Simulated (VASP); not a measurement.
Write the native input for VASP 6.6.1 that does the following.

```
Task                   : single point
Functional             : LDA
Potentials or basis    : VASP PAW LDA potentials, release 64 (Si, I)
Cutoff                 : 500 eV
k mesh                 : 8 × 8 × 8
Occupations            : fermi-dirac, width 0.1 eV
Spin                   : no spin polarisation
Dipole correction      : no
Further INCAR settings : ALGO = Normal; EDIFF = 1e-06; NBANDS = 12
```

The structure of SiI lies in POSCAR:

```
SiI
1.0
    0.0000000000      3.3473254642      3.3473254642
    3.3473254642      0.0000000000      3.3473254642
    3.3473254642      3.3473254642      0.0000000000
Si I
1 1
Direct
    0.0000000000      0.0000000000      0.0000000000
    0.2500000000      0.2500000000      0.2500000000
```

These files were run (other wordings do the same):

INCAR

```
  ALGO = Normal
  EDIFF = 1E-6
  ENCUT = 500
  GGA_COMPAT = False
  ISIF = 2
  ISMEAR = -1
  LASPH = True
  LCHARG = False
  LREAL = False
  LWAVE = False
  NBANDS = 12
  NELM = 120
  PREC = Accurate
  SIGMA = 0.1
```

KPOINTS

```
k-points
0
Gamma
  8 8 8
```

Potentials or basis: VASP PAW LDA potentials, release 64 (Si, I).

Run with:

```bash
$ cat potpaw_LDA.64/Si/POTCAR potpaw_LDA.64/I/POTCAR > POTCAR
$ mpirun -np 1 vasp_std > vasp.out
```

It gave:

```
Pressure               : 0.0 GPa
Band gap on the k mesh : zero (an odd number of electrons rules out a gap without spin polarisation)
```

Caveat: spin-orbit coupling is left out, which moves the levels of the heavy elements; an odd number of electrons without spin polarisation forces a metal; a magnetic or distorted state may lie lower.

Wall time 15 s on 1 thread of Intel(R) Xeon(R) Platinum 8488C (Sapphire Rapids) (shared host), peak memory 0.18 GiB.
